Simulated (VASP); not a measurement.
# BiTe in VASP: a series of runs

The runs below take BiTe through single point, with PBE.

All numbers are computed with VASP 6.6.1; they aren't measurements. Logs are shortened: lines on timing, memory, paths and dates and some standing lists are left out, and cuts for length are marked.

### Step 1. The cell of the first run

The cell holds a wire with vacuum, 2 atoms: a = 11.600 Å, b = 9.300 Å, c = 3.102 Å, α = 90.00°, β = 90.00°, γ = 90.00°.

### Step 2. Single point, PBE, collinear spin, ferromagnetic start

Contents of INCAR:

```
SYSTEM = BiTe
  PREC = Accurate
  ENCUT = 520
  EDIFF = 1E-7
  ISMEAR = 0
  SIGMA = 0.05
  LREAL = .FALSE.
  LASPH = .TRUE.
  NELM = 150
  ALGO = Normal
  ISIF = 2
  LWAVE = .FALSE.
  LCHARG = .FALSE.
  ISPIN = 2
  MAGMOM = 0.5 0.5
  LORBIT = 11
  GGA = PE
  NBANDS = 22
```

Contents of KPOINTS:

```
regular mesh
0
G
  1 1 21
  0 0 0
```

Contents of POSCAR:

```
BiTe
1.0
   11.6000000000      0.0000000000      0.0000000000
    0.0000000000      9.3000000000      0.0000000000
    0.0000000000      0.0000000000      3.1016392295
Bi Te
1 1
Direct
    0.3864884797      0.5000000000      0.0000000000
    0.6135115203      0.5000000000      0.5000000000
```

Potentials or basis: VASP PAW PBE potentials, release 64 (Bi_d, Te).

Run with:

```bash
$ cat potpaw_PBE.64/Bi_d/POTCAR potpaw_PBE.64/Te/POTCAR > POTCAR
$ mpirun -np 1 vasp_std > vasp.out
```

OUTCAR:

```text
SYSTEM = BiTe
   PREC = Accurate
   ENCUT = 520
   EDIFF = 1E-7
   ISMEAR = 0
   LREAL = .FALSE.
   LASPH = .TRUE.
   NELM = 150
   ISIF = 2
   ISPIN = 2
   LORBIT = 11
   GGA = PE

 ion  position               nearest neighbor table
   1  0.386  0.500  0.000-   2 3.06   2 3.06
   2  0.614  0.500  0.500-   1 3.06   1 3.06

  LATTYP: Found a simple orthorhombic cell.
 ALAT       =     3.1016392295
 B/A-ratio  =     2.9984144873
 C/A-ratio  =     3.7399578551

  Lattice vectors:

 A1 = (   0.0000000000,   0.0000000000,  -3.1016392295)
 A2 = (   0.0000000000,   9.3000000000,   0.0000000000)
 A3 = (  11.6000000000,   0.0000000000,   0.0000000000)

Analysis of symmetry for initial positions (statically):
=====================================================================
 Subroutine PRICEL returns:
 Original cell was already a primitive cell.

 Routine SETGRP: Setting up the symmetry group for a
 simple orthorhombic supercell.

 Subroutine GETGRP returns: Found  4 space group operations
 (whereof  4 operations were pure point group operations)
 out of a pool of  8 trial point group operations.

The static configuration has the point symmetry C_2v.

Analysis of symmetry for dynamics (positions and initial velocities):
=====================================================================
 Subroutine PRICEL returns:
 Original cell was already a primitive cell.

 Routine SETGRP: Setting up the symmetry group for a
 simple orthorhombic supercell.

 Subroutine GETGRP returns: Found  4 space group operations
 (whereof  4 operations were pure point group operations)
 out of a pool of  8 trial point group operations.

The dynamic configuration has the point symmetry C_2v.

Analysis of structural, dynamic, and magnetic symmetry:
=====================================================================
 Subroutine PRICEL returns:
 Original cell was already a primitive cell.

 Routine SETGRP: Setting up the symmetry group for a
 simple orthorhombic supercell.

 Subroutine GETGRP returns: Found  4 space group operations
 (whereof  4 operations were pure point group operations)
 out of a pool of  8 trial point group operations.

The overall configuration has the point symmetry C_2v.

 Subroutine INISYM returns: Found  4 space group operations
 (whereof  4 operations are pure point group operations),
 and found     1 'primitive' translations

----------------------------------------------------------------------------------------

                                     Primitive cell

  volume of cell :     334.6048

  direct lattice vectors                    reciprocal lattice vectors
    11.600000000  0.000000000  0.000000000     0.086206897  0.000000000  0.000000000
     0.000000000  9.300000000  0.000000000     0.000000000  0.107526882  0.000000000
     0.000000000  0.000000000  3.101639229     0.000000000  0.000000000  0.322410160

  length of vectors
    11.600000000  9.300000000  3.101639229     0.086206897  0.107526882  0.322410160

  position of ions in fractional coordinates (direct lattice)
     0.386488480  0.500000000  0.000000000
     0.613511520  0.500000000  0.500000000

  ion indices of the primitive-cell ions
   primitive index   ion index
                 1           1
                 2           2

----------------------------------------------------------------------------------------

 KPOINTS: regular mesh

Automatic generation of k-mesh.
 Grid dimensions read from file:
 generate k-points for:    1    1   21

 Generating k-lattice:

  Cartesian coordinates                     Fractional coordinates (reciprocal lattice)
     0.086206897  0.000000000  0.000000000     1.000000000  0.000000000  0.000000000
     0.000000000  0.107526882  0.000000000     0.000000000  1.000000000  0.000000000
     0.000000000  0.000000000  0.015352865     0.000000000  0.000000000  0.047619048

  Length of vectors
     0.086206897  0.107526882  0.015352865

  Shift w.r.t. Gamma in fractional coordinates (k-lattice)
     0.000000000  0.000000000  0.000000000

 Subroutine IBZKPT returns following result:
 ===========================================

 Found     11 irreducible k-points:

 Following reciprocal coordinates:
            Coordinates               Weight
  0.000000  0.000000  0.000000      1.000000
  0.000000  0.000000  0.047619      2.000000
  0.000000  0.000000  0.095238      2.000000
  0.000000  0.000000  0.142857      2.000000
  0.000000  0.000000  0.190476      2.000000
  0.000000  0.000000  0.238095      2.000000
  0.000000  0.000000  0.285714      2.000000
  0.000000  0.000000  0.333333      2.000000
  0.000000  0.000000  0.380952      2.000000
  0.000000  0.000000  0.428571      2.000000
  0.000000  0.000000  0.476190      2.000000
   k-points           NKPTS =     11   k-points in BZ     NKDIM =     11   number of bands    NBANDS=     22
   number of dos      NEDOS =    301   number of ions     NIONS =      2
   total plane-waves  NPLWV = 151200
   dimension x,y,z NGX =    90 NGY =   70 NGZ =   24
   dimension x,y,z NGXF=   180 NGYF=  140 NGZF=   48
   ions per type =               1   1
   NGX,Y,Z   is equivalent  to a cutoff of  12.90, 12.51, 12.86 a.u.
   NGXF,Y,Z  is equivalent  to a cutoff of  25.80, 25.03, 25.73 a.u.
 SYSTEM =  BiTe
   PREC   = accura    normal or accurate (medium, high low for compatibility)
   ISTART =      0    job   : 0-new  1-cont  2-samecut
   ICHARG =      2    charge: 1-file 2-atom 10-const
   ISPIN  =      2    spin polarized calculation?
   LNONCOLLINEAR =      F non collinear calculations
   LSORBIT =      F    spin-orbit coupling
   LASPH  =      T    aspherical Exc in radial PAW
   ENCUT  =  520.0 eV  38.22 Ry    6.18 a.u.  21.57 17.29  5.77*2*pi/ulx,y,z
   NELM   =    150;   NELMIN=  2; NELMDL= -5     # of ELM steps
   EDIFF  = 0.1E-06   stopping-criterion for ELM
   LREAL  =      F    real-space projection
   EDIFFG = 0.1E-05   stopping-criterion for IOM
   NSW    =      0    number of steps for IOM
   IBRION =     -1    ionic relax: 0-MD 1-quasi-New 2-CG
   NFREE  =      0    steps in history (QN), initial steepest desc. (CG)
   ISIF   =      2    stress and relaxation
   ISYM   =      2    0-nonsym 1-usesym 2-fastsym
   POTIM  = 0.5000    time-step for ionic-motion
   TEBEG  =    0.0;   TEEND  =   0.0 temperature during run
   PSTRESS=    0.0 pullay stress
   NELECT =      21.0000    total number of electrons
   NUPDOWN=      -1.0000    fix difference up-down
   EMIN   =  10.00;   EMAX   =-10.00  energy-range for DOS
   EFERMI =   0.00;   METHOD = LEGACY
   ISMEAR =     0;   SIGMA  =   0.05  broadening in eV -4-tet -1-fermi 0-gaus
   EFERMI_NEDOS =   21; number of points for ismear=-14 and -15
   IALGO  =     38    algorithm
   IMIX   =      4    mixing-type and parameters
     AMIX     =   0.40;   BMIX     =  1.00
     AMIX_MAG =   1.60;   BMIX_MAG =  1.00
  volume/ion in A,a.u.               =     167.30      1129.01
  Fermi-wavevector in a.u.,A,eV,Ry     =   0.650585  1.229427  5.758808  0.423260
  Thomas-Fermi vector in A             =   1.719910
   LORBIT       =     11    0 simple, 1 ext, 2 COOP (PROOUT), +10 PAW based schemes
   GGA     = PE    functional components
   LHFCALC =     F    Hartree Fock is set to
   AEXX    =    0.0000 exact exchange contribution
   IVDW    =     0    specifies the selected vdW correction
   LEPSILON=     F    determine dielectric tensor
   LRPA    =     F    only Hartree local field effects (RPA)
 spin polarized calculation
 Gauss-broadening in eV      SIGMA  =   0.05
  energy-cutoff  :      520.00
  volume of cell :      334.60
 maximum number of plane-waves:      9056
 NGX is ok and might be reduce to    90

 number of electron      21.0000005 magnetization      -0.0000287

 number of electron      21.0000005 magnetization       0.0000123

 Free energy of the ion-electron system (eV)
  ---------------------------------------------------
  ext. energy  EPLUGINS =         0.00000000
  ---------------------------------------------------
  free energy    TOTEN  =        -5.76711478 eV

  energy without entropy =       -5.76410194  energy(sigma->0) =       -5.76560836

 E-fermi :  -2.2760     XC(G=0):  -3.0104

 val. band max:       -2.3590642169   @ k =   0.0000   0.0000   0.2381
 cond. band min:      -2.2372284311   @ k =   0.0000   0.0000   0.4762
 fundamental gap:      0.1218357858
 Fermi energy:        -2.2759742144

 spin component 1

 k-point     1 :       0.0000    0.0000    0.0000
  band No.  band energies     occupation
      1     -25.5736      1.00000
      2     -25.3188      1.00000
      3     -25.3129      1.00000
      4     -25.2880      1.00000
      5     -25.1777      1.00000
      6     -15.1498      1.00000
[... 14 lines left out ...]
     21       4.5245      0.00000
     22       4.7610      0.00000
[... 226 lines left out ...]
 k-point    11 :       0.0000    0.0000    0.4762
  band No.  band energies     occupation
      1     -25.4467      1.00000
      2     -25.3278      1.00000
      3     -25.3238      1.00000
      4     -25.2971      1.00000
      5     -25.1025      1.00000
      6     -12.0423      1.00000
[... 14 lines left out ...]
     21       5.8147      0.00000
     22       6.0137      0.00000
 Fermi energy:        -2.2759742144

 spin component 2

 k-point     1 :       0.0000    0.0000    0.0000
  band No.  band energies     occupation
      1     -25.5736      1.00000
      2     -25.3188      1.00000
      3     -25.3129      1.00000
      4     -25.2880      1.00000
      5     -25.1777      1.00000
      6     -15.1498      1.00000
[... 14 lines left out ...]
     21       4.5245      0.00000
     22       4.7613      0.00000
[... 227 lines left out ...]
  band No.  band energies     occupation
      1     -25.4467      1.00000
      2     -25.3278      1.00000
      3     -25.3238      1.00000
      4     -25.2971      1.00000
      5     -25.1025      1.00000
      6     -12.0423      1.00000
[... 14 lines left out ...]
     21       5.8148      0.00000
     22       6.0140      0.00000

------------------------ aborting loop because EDIFF is reached ----------------------------------------

  FORCE on cell =-STRESS in cart. coord.  units (eV):
  Direction    XX          YY          ZZ          XY          YZ          ZX
  --------------------------------------------------------------------------------------
  -------------------------------------------------------------------------------------
  Total        0.2337920      0.0521682      0.2365302      0.0000000      0.0000000      0.0000000
  in kB        1.1194583      0.2497955      1.1325697      0.0000000      0.0000000      0.0000000
  external PRESSURE =       0.8339412 kB  Pullay stress =       0.0000000 kB

 VOLUME and BASIS-vectors are now :
 -----------------------------------------------------------------------------
  energy-cutoff  :      520.00
  volume of cell :      334.60
      direct lattice vectors                 reciprocal lattice vectors
    11.600000000  0.000000000  0.000000000     0.086206897  0.000000000  0.000000000
     0.000000000  9.300000000  0.000000000     0.000000000  0.107526882  0.000000000
     0.000000000  0.000000000  3.101639229     0.000000000  0.000000000  0.322410160

 POSITION                                       TOTAL-FORCE (eV/Angst)
 -----------------------------------------------------------------------------------
      4.48327      4.65000      0.00000        -0.105681      0.000000      0.000000
      7.11673      4.65000      1.55082         0.105681      0.000000      0.000000
 -----------------------------------------------------------------------------------
    total drift:                               -0.000058      0.000000     -0.000000

  FREE ENERGIE OF THE ION-ELECTRON SYSTEM (eV)
  ---------------------------------------------------
  free  energy   TOTEN  =        -5.7671147766 eV

  energy  without entropy=       -5.7641019402  energy(sigma->0) =       -5.76560836

 total charge

# of ion       s       p       d       tot
------------------------------------------
    1        1.538   1.283   9.918  12.739
    2        1.413   1.861   0.032   3.305
--------------------------------------------------
tot          2.951   3.144   9.950  16.045

 magnetization (x)

# of ion       s       p       d       tot
------------------------------------------
    1       -0.000   0.000   0.000   0.000
    2       -0.000   0.000   0.000   0.000
--------------------------------------------------
tot         -0.000   0.000   0.000   0.000
```

Wall time 4 min (1 thread of Intel Xeon 6975P-C, shared host); peak memory 0.58 GiB.

Results:

| Property | Result |
| --- | --- |
| Free energy | -5.7671 eV |
| Largest force | 0.106 eV/Å |
| Net moment | 0.00 μB per cell |
| Valence electrons inside the program's atomic spheres | Bi 12.74; Te 3.31 |

Forces on the atoms (eV/Å):
```
Bi  -0.106  0.000  0.000
Te   0.106  0.000  0.000
```

Caveat: spin-orbit coupling is left out, which moves the levels of the heavy elements.

### Step 3. Single point, PBE, collinear spin, ferromagnetic start

This run uses another cell than the first one, of 167.82 Å³/atom, 1.003 times its volume.

Contents of INCAR:

```
SYSTEM = BiTe
PREC     = Accurate       ! precision mode
ENCUT    = 520            ! plane-wave cutoff, eV
EDIFF    = 1E-7           ! SCF threshold, eV
ISMEAR   = 0              ! smearing method
SIGMA    = 0.05           ! smearing width, eV
LREAL    = .FALSE.        ! projectors in reciprocal space
LASPH    = .TRUE.         ! aspherical terms in the spheres
NELM     = 150            ! most SCF steps
ALGO     = Normal         ! electronic algorithm
ISIF     = 2              ! what is computed and relaxed
LWAVE    = .FALSE.        ! write WAVECAR
LCHARG   = .FALSE.        ! write CHGCAR
ISPIN    = 2              ! spin polarisation
MAGMOM   = 0.5 0.5        ! initial moments
LORBIT   = 11             ! projections on sites
GGA      = PE             ! functional
NBANDS   = 22             ! bands
```

Contents of KPOINTS:

```
Automatic mesh
0
G
  1 1 21
  0 0 0
```

Contents of POSCAR:

```
BiTe
1.0
   11.6000000000      0.0000000000      0.0000000000
    0.0000000000      9.3000000000      0.0000000000
    0.0000000000      0.0000000000      3.1111902877
Bi Te
1 1
Direct
    0.3858429120      0.5000000000      0.0000000000
    0.6141570880      0.5000000000      0.5000000000
```

Potentials or basis: VASP PAW PBE potentials, release 64 (Bi_d, Te).

Run with:

```bash
$ cat potpaw_PBE.64/Bi_d/POTCAR potpaw_PBE.64/Te/POTCAR > POTCAR
$ mpirun -np 1 vasp_std > vasp.out
```

Wall time 4.1 min (1 thread of Intel Xeon 6975P-C, shared host); peak memory 0.58 GiB.

The run converged. Its results:

- Free energy: -5.7682 eV
- Net moment: 0.00 μB per cell
- Valence electrons inside the program's atomic spheres: Bi 12.73; Te 3.30

Levels at points of the mesh, in eV from the Fermi level:
Spin up:
```
           k point  band 7  band 8  band 9  band 10  band 11  band 12  band 13  band 14
(0.00, 0.00, 0.00)  -10.63   -3.51   -2.67    -0.81     1.14     3.05     3.29     4.09
```
Spin down:
```tsv
k point	band 7	band 8	band 9	band 10	band 11	band 12	band 13	band 14
(0.00, 0.00, 0.00)	-10.63	-3.51	-2.67	-0.81	1.14	3.05	3.29	4.09
```

Caveat: spin-orbit coupling is left out, which moves the levels of the heavy elements.

### Step 4. Single point, PBE

This run uses another cell than the first one: it holds 14 atoms, not 2.

Contents of INCAR:

```
PREC     = Accurate       # precision mode
ENCUT    = 520            # plane-wave cutoff, eV
EDIFF    = 1E-6           # SCF threshold, eV
ISMEAR   = 0              # smearing method
SIGMA    = 0.05           # smearing width, eV
LREAL    = False          # projectors in reciprocal space
LASPH    = True           # aspherical terms in the spheres
NELM     = 60             # most SCF steps
ALGO     = Normal         # electronic algorithm
ISIF     = 2              # what is computed and relaxed
LWAVE    = False          # write WAVECAR
LCHARG   = False          # write CHGCAR
GGA      = PE             # functional
NBANDS   = 86             # bands
```

Contents of KPOINTS:

```
regular mesh
0
Gamma
  1 1 9
```

Contents of POSCAR:

```
BiTe
1.0
   15.5000000000      0.0000000000      0.0000000000
    0.0000000000     15.8000000000      0.0000000000
    0.0000000000      0.0000000000      6.1961353718
Bi Te
7 7
Direct
    0.5035169356      0.5000000000      0.0000000000
    0.5604117354      0.3508677692      0.5000000000
    0.5604117354      0.6491322308      0.5000000000
    0.2158769018      0.5000000000      0.5000000000
    0.6921093302      0.5000000000      0.5000000000
    0.3132567253      0.3035361559      0.0000000000
    0.3132567253      0.6964638441      0.0000000000
    0.2754085884      0.5000000000      0.0000000000
    0.6950191847      0.5000000000      0.0000000000
    0.2885868742      0.3210062446      0.5000000000
    0.2885868742      0.6789937554      0.5000000000
    0.4426616971      0.5000000000      0.5000000000
    0.5059394218      0.3044771295      0.0000000000
    0.5059394218      0.6955228705      0.0000000000
```

Run with:

```bash
$ cat potpaw_PBE.64/Bi_d/POTCAR potpaw_PBE.64/Te/POTCAR > POTCAR
$ mpirun -np 1 vasp_std > vasp.out
```

Run time: 33 min. Hardware: 1 thread of Intel Xeon Platinum 8488C (Sapphire Rapids), shared host; peak memory 1.4 GiB.

It converged, with:

```yaml
Free_energy: -48.0898 eV
Largest_force: 0.011 eV/Å
```

Forces on the atoms (eV/Å):
```
Bi  -0.002  0.000  0.000
Bi   0.002 -0.010  0.000
Bi   0.002  0.010  0.000
Bi  -0.003  0.000  0.000
Bi   0.005  0.000  0.000
Bi  -0.001 -0.011  0.000
Bi  -0.001  0.011  0.000
Te  -0.005  0.000  0.000
Te   0.006  0.000  0.000
Te   0.003 -0.003  0.000
Te   0.003  0.003  0.000
Te  -0.010  0.000  0.000
Te   0.002  0.003  0.000
Te   0.002 -0.003  0.000
```

Levels at points of the mesh, in eV from the Fermi level:
| k point | band 71 | band 72 | band 73 | band 74 | band 75 | band 76 |
| --- | --- | --- | --- | --- | --- | --- |
| (0.00, 0.00, 0.00) | -1.01 | -0.75 | -0.51 | 0.36 | 0.89 | 0.89 |

Caveat: spin-orbit coupling is left out, which moves the levels of the heavy elements.

### Step 5. Summary

```tsv
spin	cell	k mesh	gap on the mesh (eV)	moment (μB)	largest force (eV/Å)
collinear, ferromagnetic start	a = 11.600, b = 9.300, c = 3.102 Å, 2 atoms	1 × 1 × 21	none	0.00	0.11
collinear, ferromagnetic start	a = 11.600, b = 9.300, c = 3.111 Å, 2 atoms	1 × 1 × 21	none	0.00	-
off	a = 15.500, b = 15.800, c = 6.196 Å, 14 atoms	1 × 1 × 9	none	-	0.01
```

Alike in all rows: task single point; level PBE; potentials or basis VASP PAW PBE potentials, release 64 (Bi_d, Te); cutoff (eV) 520; smearing gaussian 0.05 eV.

Caveats: spin-orbit coupling is left out, which moves the levels of the heavy elements.

Absolute energies hang on the potentials; compare differences alone.
